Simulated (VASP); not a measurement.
Wanted: the native input for a VASP 6.6.1 run.

- Task: single point
- Functional: PBE
- Potentials or basis: VASP PAW PBE potentials, release 64 (Ca_sv, Se)
- Cutoff: 520 eV
- k mesh: 12 × 12 × 4
- Occupations: gaussian, width 0.01 eV
- Spin: no spin polarisation
- Dipole correction: no
- Further INCAR settings: ALGO = Normal; EDIFF = 1e-06; NBANDS = 24

The structure of CaSe lies in POSCAR:

```
CaSe
1.0
    4.1316821786      0.0000000000      0.0000000000
   -2.0658410893      3.5781417271      0.0000000000
    0.0000000000      0.0000000000      7.1625032202
Ca Se
2 2
Direct
    0.0000000000      0.0000000000      0.0000000000
    0.0000000000      0.0000000000      0.5000000000
    0.3333333333      0.6666666667      0.2500000000
    0.6666666667      0.3333333333      0.7500000000
```

One way to write it, as run:

INCAR

```
SYSTEM = CaSe
ALGO = Normal
EDIFF = 1E-6
ENCUT = 520
GGA = PE
ISIF = 2
ISMEAR = 0
LASPH = .True.
LCHARG = .True.
LELF = .True.
LREAL = .False.
LVHAR = .True.
LWAVE = .False.
NBANDS = 24
NELM = 60
PREC = Accurate
SIGMA = 0.01
```

KPOINTS

```
k-points
0
Gamma
  12 12 4
  0 0 0
```

Potentials or basis: VASP PAW PBE potentials, release 64 (Ca_sv, Se).

Launch:

```bash
$ cat potpaw_PBE.64/Ca_sv/POTCAR potpaw_PBE.64/Se/POTCAR > POTCAR
$ mpirun -np 1 vasp_std > vasp.out
```

Results of the run:

```yaml
Pressure: 0.8 GPa
Band_gap_on_the_k_mesh: 2.20 eV, indirect (least direct gap 2.43 eV)
```

Wall time 2.1 min on 1 thread of Intel Xeon 6975P-C, with other jobs on the host, peak memory 0.31 GiB.
